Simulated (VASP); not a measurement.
**VN2: single point with PBEsol**

The system is VN2.

```
V N
1.0
    -2.00471    2.00471    2.77261
     2.00471   -2.00471    2.77261
     2.00471    2.00471   -2.77261
V N
2 4
Cartesian
  0.0000 0.0000 1.3863
  0.0000 0.0000 4.1589
  2.4628 0.4581 0.0000
  1.5466 0.4581 2.7726
  -0.4581 1.5466 2.7726
  0.4581 1.5466 0.0000
```

This cell differs from its parent crystal: ratio of the length along z to the lengths across it x 1.2, volume and fractional coordinates fixed.

* Program: VASP 6.6.1
* Task: single point
* Functional: PBEsol
* Potentials or basis: VASP PAW PBE potentials, release 64 (V_sv, N)
* Cutoff: 520 eV
* k mesh: 18 × 18 × 18
* Occupations: gaussian, width 0.15 eV
* Spin: no spin polarisation

* Pressure: 13.6 GPa
* Largest force: 1.433 eV/Å
* Band gap on the k mesh: zero (bands 23 and 24 overlap by 0.94 eV)

Forces in eV/Å, atoms in the order of the input:
```
V    0.000  0.000  0.000
V    0.000  0.000  0.000
N    1.013  1.013  0.000
N   -1.013  1.013  0.000
N   -1.013 -1.013  0.000
N    1.013 -1.013  0.000
```

Stress tensor (GPa, compression positive):
```
 45.46   0.00   0.00
  0.00  45.46   0.00
  0.00   0.00 -50.12
```

Levels at points of the mesh, in eV from the Fermi level:
```csv
k point,band 20,band 21,band 22,band 23,band 24,band 25,band 26,band 27
"(0.00, 0.00, 0.00)",-3.00,-2.36,-2.36,-1.04,0.65,0.76,0.76,1.48
"(0.50, 0.00, 0.00)",-3.22,-2.79,-2.79,0.48,0.48,0.80,0.80,0.93
"(0.50, 0.50, 0.00)",-3.99,-2.46,-2.23,-0.44,0.52,1.00,1.51,1.63
"(0.50, 0.50, 0.50)",-3.18,-3.18,-1.43,-0.73,0.60,0.90,1.04,1.75
```

Run time: 6.2 min on 1 thread of Intel(R) Xeon(R) 6975P-C (Granite Rapids), with other jobs on the host, peak memory 0.59 GiB.

Caveat: the stress differs along the axes, from -50 to 45 GPa; the PAW data sets were made with another functional, which shifts forces and pressure a little; the run has no spin polarisation, though such a crystal can be magnetic.
